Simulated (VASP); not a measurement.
Crystal: KCl.

```
K Cl
1.0
     0.00000    3.50728    3.50728
     3.50728    0.00000    3.50728
     3.50728    3.50728    0.00000
K Cl
1 1
Direct
  0.00000 0.00000 0.00000
  0.25000 0.25000 0.25000
```

Base run:

* Program: VASP 6.6.1
* Functional: PBE-based screened hybrid with 10 % exact exchange
* Potentials or basis: VASP PAW PBE potentials, release 64 (K_sv, Cl)
* Cutoff: 520 eV
* k mesh: 4 × 4 × 4
* Occupations: gaussian, width 0.01 eV
* Spin: no spin polarisation

Its results: band gap on the k mesh 5.17 eV (least direct gap 5.21 eV); pressure 0.2 GPa.

After a change of settings the same cell gave: band gap on the k mesh 4.80 eV (least direct gap 4.84 eV); pressure -0.3 GPa. Which change was it?
A. functional from PBE-based screened hybrid with 10 % exact exchange to r2SCAN; occupations from gaussian, width 0.01 eV to gaussian, width 0.5 eV
B. functional from PBE-based screened hybrid with 10 % exact exchange to PBEsol
C. functional from PBE-based screened hybrid with 10 % exact exchange to r2SCAN

B.

Caveats: the structure was generated, so it needn't be the stable form of KCl; the PAW data sets were made with another functional, which shifts forces and pressure a little.
